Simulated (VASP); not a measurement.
Set up this calculation in VASP 6.6.1, as the native input.

```
Task                   : single point
Functional             : PBE
Potentials or basis    : VASP PAW PBE potentials, release 64 (Li_sv)
Cutoff                 : 520 eV
k mesh                 : 6 × 6 × 6
Occupations            : fermi-dirac, width 0.05 eV
Spin                   : no spin polarisation
Dipole correction      : no
Further INCAR settings : ALGO = Fast; EDIFF = 1e-06; NBANDS = 14
```

The structure of Li lies in POSCAR:

```
Li
1.0
    4.4544403333      0.0000000000      0.0000000000
    0.0000000000      4.4544403333      0.0000000000
    0.0000000000      0.0000000000      4.4544403333
Li
4
Direct
    0.6254320000      0.8745680000      0.1254320000
    0.1254320000      0.6254320000      0.8745680000
    0.3745680000      0.3745680000      0.3745680000
    0.8745680000      0.1254320000      0.6254320000
```

One way to write it, as run:

INCAR

```
ALGO = Fast
EDIFF = 1E-6
ENCUT = 520
GGA = PE
ISIF = 2
ISMEAR = -1
LASPH = True
LCHARG = False
LREAL = False
LWAVE = False
NBANDS = 14
NELM = 80
PREC = Accurate
SIGMA = 0.05
```

KPOINTS

```
k-points
0
Gamma
  6 6 6
```

Potentials or basis: VASP PAW PBE potentials, release 64 (Li_sv).

Run with:

```console
$ cat potpaw_PBE.64/Li_sv/POTCAR > POTCAR
$ mpirun -np 1 vasp_std > vasp.out
```

Results of the run:

- Largest force: 0.005 eV/Å
- Band gap on the k mesh: zero (bands 6 and 7 overlap by 2.36 eV)

Wall time 30 s on 1 thread of AMD EPYC 7R13 Processor (Zen 3), with other jobs on the host, peak memory 0.16 GiB.
